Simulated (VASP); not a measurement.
A run of VASP 6.6.1 is set up as follows.

INCAR

```
SYSTEM = PtSe2
PREC = Accurate
ENCUT = 520
EDIFF = 1E-7
ISMEAR = 1
SIGMA = 0.2
LREAL = .False.
LASPH = .True.
NELM = 100
ALGO = Fast
ISIF = 2
LWAVE = .False.
LCHARG = .True.
LDIPOL = .True.
IDIPOL = 3
DIPOL = 0.5 0.5 0.500
GGA = PS
LELF = .True.
LVHAR = .True.
LVACPOTAV = .True.
NBANDS = 56
```

File KPOINTS:

```
Automatic mesh
0
Gamma
  9 7 1
  0 0 0
```

POSCAR

```
PtSe2
1.0
    3.7607248976      0.0000000000      0.0000000000
    0.0000000000      4.8633103208      0.0000000000
    0.0000000000      0.0000000000     26.9419054258
Se Pt
8 4
Direct
    0.0000000000      0.2606754617      0.2783767474
    0.0000000000      0.7393245383      0.3589670210
    0.5000000000      0.2606754617      0.3992621579
    0.5000000000      0.7393245383      0.4798524316
    0.0000000000      0.2606754617      0.5201475684
    0.0000000000      0.7393245383      0.6007378421
    0.5000000000      0.2606754617      0.6410329790
    0.5000000000      0.7393245383      0.7216232526
    0.5000000000      0.0000000000      0.3186718842
    0.0000000000      0.0000000000      0.4395572947
    0.5000000000      0.0000000000      0.5604427053
    0.0000000000      0.0000000000      0.6813281158
```

Potentials or basis: VASP PAW PBE potentials, release 64 (Se, Pt).

The run is started by

```console
$ cat potpaw_PBE.64/Se/POTCAR potpaw_PBE.64/Pt/POTCAR > POTCAR
$ mpirun -np 1 vasp_std > vasp.out
```

(1) Estimate the band gap on the k mesh.

(2) What does it give for the largest force?

Answers

(1) zero (bands 44 and 45 overlap by 0.15 eV).

(2) 1.047 eV/Å.

Caveat: the PAW data sets were made with another functional, which shifts forces and pressure a little; spin-orbit coupling is left out, which moves the levels of the heavy elements.
